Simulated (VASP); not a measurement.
A run of VASP 6.6.1 is set up as follows.

Contents of INCAR:

```
SYSTEM = MgSi4N2
  ALGO = Normal
  EDIFF = 1E-6
  ENCUT = 520
  GGA = PE
  ISIF = 2
  ISMEAR = 0
  LASPH = .TRUE.
  LCHARG = .FALSE.
  LREAL = .FALSE.
  LWAVE = .FALSE.
  NBANDS = 23
  NELM = 80
  PREC = Accurate
  SIGMA = 0.1
```

The input KPOINTS:

```
k-points
0
G
  10 10 10
  0 0 0
```

Contents of POSCAR:

```
MgSi4N2
1.0
   -1.7806841088      3.2979830090      4.4952835032
    1.7806841088     -3.2979830090      4.4952835032
    1.7806841088      3.2979830090     -4.4952835032
Mg Si N
1 4 2
Direct
    0.0000000000      0.0000000000      0.0000000000
    0.4953713400      0.6781612541      0.8172100859
    0.5046286600      0.3218387459      0.1827899141
    0.8609511681      0.6781612541      0.1827899141
    0.1390488319      0.3218387459      0.8172100859
    0.7886471001      0.5000000000      0.2886471001
    0.2113528999      0.5000000000      0.7113528999
```

Potentials or basis: VASP PAW PBE potentials, release 64 (Mg, Si, N).

Run with:

```console
$ cat potpaw_PBE.64/Mg/POTCAR potpaw_PBE.64/Si/POTCAR potpaw_PBE.64/N/POTCAR > POTCAR
$ mpirun -np 1 vasp_std > vasp.out
```

Question: Predict the band gap on the k mesh.

Answer: Zero (bands 14 and 15 overlap by 1.52 eV).

Question: Estimate the largest force.

Answer: 0.011 eV/Å.

Question: Predict the pressure.

Answer: -0.2 GPa.

Forces in eV/Å, atoms in the order of the input:
```
Mg   0.000  0.000  0.000
Si   0.000 -0.010  0.006
Si   0.000  0.010 -0.006
Si   0.000  0.010  0.006
Si   0.000 -0.010 -0.006
N    0.000 -0.001  0.000
N    0.000  0.001  0.000
```
